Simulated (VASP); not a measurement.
# CaI2 (P-3m1) in VASP: notebook, part 2 of 2

VASP 6.6.1. The steps go on from the part before.

### 4 Relaxation of shape and atoms at fixed volume, LDA

This run uses another cell than the first one, of 25.61 Å³/atom.

File INCAR:

```
PREC     = Accurate       # precision mode
ENCUT    = 600            # plane-wave cutoff, eV
EDIFF    = 1E-7           # SCF threshold, eV
ISMEAR   = -1             # smearing method
SIGMA    = 0.03           # smearing width, eV
LREAL    = False          # projectors in reciprocal space
LASPH    = True           # aspherical terms in the spheres
NELM     = 60             # most SCF steps
ALGO     = Normal         # electronic algorithm
ISIF     = 4              # what is computed and relaxed
LWAVE    = False          # write WAVECAR
LCHARG   = False          # write CHGCAR
GGA      = CA             # functional
IBRION   = 2              # ionic algorithm
NSW      = 50             # ionic steps
EDIFFG   = -0.01          # ionic threshold
```

File KPOINTS:

```
regular mesh
0
Gamma
  7 7 4
```

File POSCAR:

```
CaI2
1.0
    3.8198774722      0.0000000000      0.0000000000
   -1.9099387361      3.3081109303      0.0000000000
    0.0000000000      0.0000000000      6.0810060995
Ca I
1 2
Direct
    0.0000000000      0.0000000000      0.0000000000
    0.3333333333      0.6666666667      0.2443023700
    0.6666666667      0.3333333333      0.7556976300
```

Potentials or basis: VASP PAW LDA potentials, release 64 (Ca_sv, I).

The run is started by

```
$ cat potpaw_LDA.64/Ca_sv/POTCAR potpaw_LDA.64/I/POTCAR > POTCAR
$ mpirun -np 1 vasp_std > vasp.out
```

OUTCAR:

```text
PREC = Accurate
   ENCUT = 600
   EDIFF = 1E-7
   ISMEAR = -1
   LREAL = False
   LASPH = True
   NELM = 60
   ISIF = 4
   GGA = CA
   IBRION = 2
   NSW = 50
   EDIFFG = -0.01

 ion  position               nearest neighbor table
   1  0.000  0.000  0.000-   2 2.66   3 2.66   3 2.66   2 2.66   3 2.66   2 2.66
   2  0.333  0.667  0.244-   1 2.66   1 2.66   1 2.66
   3  0.667  0.333  0.756-   1 2.66   1 2.66   1 2.66

  LATTYP: Found a hexagonal cell.
 ALAT       =     3.8198774722
 C/A-ratio  =     1.5919374754

  Lattice vectors:

 A1 = (   3.8198774722,   0.0000000000,   0.0000000000)
 A2 = (  -1.9099387361,   3.3081109303,   0.0000000000)
 A3 = (   0.0000000000,   0.0000000000,   6.0810060995)

Analysis of symmetry for initial positions (statically):
[... 479 lines left out ...]

  energy without entropy =       -9.89371553  energy(sigma->0) =       -9.89371553

 E-fermi :   7.1338     XC(G=0): -10.2856

 val. band max:        6.4909757016   @ k =   0.0000   0.0000   0.0000
 cond. band min:       8.2283420851   @ k =   0.4286  -0.0000   0.0000
 fundamental gap:      1.7373663836
 Fermi energy:         7.1338255914

 k-point     1 :       0.0000    0.0000    0.0000
  band No.  band energies     occupation
      1     -32.6473      2.00000
      2     -14.2274      2.00000
      3     -13.9979      2.00000
      4     -13.9979      2.00000
      5      -7.5032      2.00000
      6      -5.7025      2.00000
[... 433 lines left out ...]
      3     -14.1163      2.00000
      4     -14.0514      2.00000
      5      -6.2410      2.00000
      6      -5.5438      2.00000
[... 8 lines left out ...]
     15      11.6604      0.00000
     16      11.7315      0.00000

 [... further k-points ...]

------------------------ aborting loop because EDIFF is reached ----------------------------------------

  FORCE on cell =-STRESS in cart. coord.  units (eV):
  Direction    XX          YY          ZZ          XY          YZ          ZX
  --------------------------------------------------------------------------------------
  -------------------------------------------------------------------------------------
  Total        8.3353816      8.3353816      8.3047746      0.0000000      0.0000000      0.0000000
  in kB      173.7925408    173.7925408    173.1543861      0.0000000      0.0000000      0.0000000
  external PRESSURE =     173.5798226 kB  Pullay stress =       0.0000000 kB
[... 18 lines left out ...]
  FREE ENERGIE OF THE ION-ELECTRON SYSTEM (eV)
  ---------------------------------------------------
  free  energy   TOTEN  =        -9.8937155323 eV

  energy  without entropy=       -9.8937155322  energy(sigma->0) =       -9.89371553

 reached required accuracy - stopping structural energy minimisation
```

OSZICAR:

```text
N       E                     dE             d eps       ncg     rms          rms(c)
DAV:   1     0.189329396602E+03    0.18933E+03   -0.12241E+04   896   0.152E+03
DAV:   2     0.132129778361E+01   -0.18801E+03   -0.18562E+03  1120   0.317E+02
DAV:   3    -0.904775995326E+01   -0.10369E+02   -0.98961E+01  1224   0.665E+01
[... 76 lines left out ...]
DAV:   2    -0.989374079672E+01   -0.13116E-03   -0.20692E-03  1176   0.275E-01    0.710E-02
DAV:   3    -0.989372633369E+01    0.14463E-04   -0.33252E-05  1384   0.401E-02    0.532E-02
DAV:   4    -0.989371558447E+01    0.10749E-04   -0.20611E-05  1216   0.324E-02    0.123E-02
DAV:   5    -0.989371553778E+01    0.46689E-07   -0.27448E-06  1168   0.107E-02    0.463E-03
DAV:   6    -0.989371553226E+01    0.55195E-08   -0.10582E-07   960   0.243E-03
   9 F= -.98937155E+01 E0= -.98937155E+01  d E =-.420017E-03
```

Run time: 2 min. Hardware: 1 thread of Intel Xeon Platinum 8488C (Sapphire Rapids), shared host; peak memory 0.21 GiB.

What came out:

* Free energy: -9.8937 eV
* Energy gained by relaxing: 388.6 meV/atom
* Ionic steps: 9
* Pressure after relaxing: 17.4 GPa
* Largest force after relaxing: 0.007 eV/Å
* Band gap on the k mesh: 1.74 eV (least direct gap 2.75 eV)

Forces in eV/Å, atoms in the order of the input:
```
Ca   0.000  0.000  0.000
I    0.000  0.000 -0.007
I    0.000  0.000  0.007
```

The path:
```tsv
step	energy change (eV)	largest force (eV/Å)	pressure (GPa)	volume (Å³)
1	0.0000	3.7959	27.93	76.84
2	-0.9686	1.4919	20.78	76.84
3	-1.1189	0.1155	18.38	76.84
4	-1.1208	0.0658	18.55	76.84
5	-1.1523	0.0079	17.95	76.84
6	-1.1653	0.0824	17.25	76.84
7	-1.1654	0.0744	17.30	76.84
8	-1.1654	0.0779	17.29	76.84
9	-1.1658	0.0073	17.36	76.84
```

Final structure:
```xyz
3
Lattice="3.7645 0.0000 0.0000 -1.8823 3.2602 0.0000 0.0000 0.0000 6.2612" Properties=species:S:1:pos:R:3 pbc="T T T"
Ca    3.7645    0.0000    0.0000
I     0.0000    2.1734    1.8371
I     1.8823    1.0867    4.4241
```

Caveat: spin-orbit coupling is left out, which moves the levels of the heavy elements; an odd mesh through Γ misses points on the zone boundary, where band edges can lie.

### 5 The runs side by side

| task | cell | cutoff (eV) | gap on the mesh (eV) | pressure (GPa) | largest force (eV/Å) |
| --- | --- | --- | --- | --- | --- |
| single point | a = 4.414, b = 4.414, c = 7.591 Å, angles 90.0, 90.0, 120.0°, 3 atoms, atomic positions A | 520 | 3.63 | -0.6 | 0.01 |
| relaxation of shape and atoms at fixed volume | relaxed from a = 3.711, b = 3.711, c = 5.907 Å, angles 90.0, 90.0, 120.0°, 3 atoms, atomic positions B | 600 | 1.18 | 26.4 | - |
| relaxation of shape and atoms at fixed volume | relaxed from a = 3.820, b = 3.820, c = 6.081 Å, angles 90.0, 90.0, 120.0°, 3 atoms, atomic positions B | 600 | 1.74 | 17.4 | 0.01 |

Alike in all rows: level LDA; potentials or basis VASP PAW LDA potentials, release 64 (Ca_sv, I); no spin polarisation; k mesh 7 × 7 × 4; smearing fermi-dirac 0.03 eV.

Caveats: spin-orbit coupling is left out, which moves the levels of the heavy elements; an odd mesh through Γ misses points on the zone boundary, where band edges can lie.

Total energies depend on the potentials used, so only differences within one code and one set of settings carry meaning.
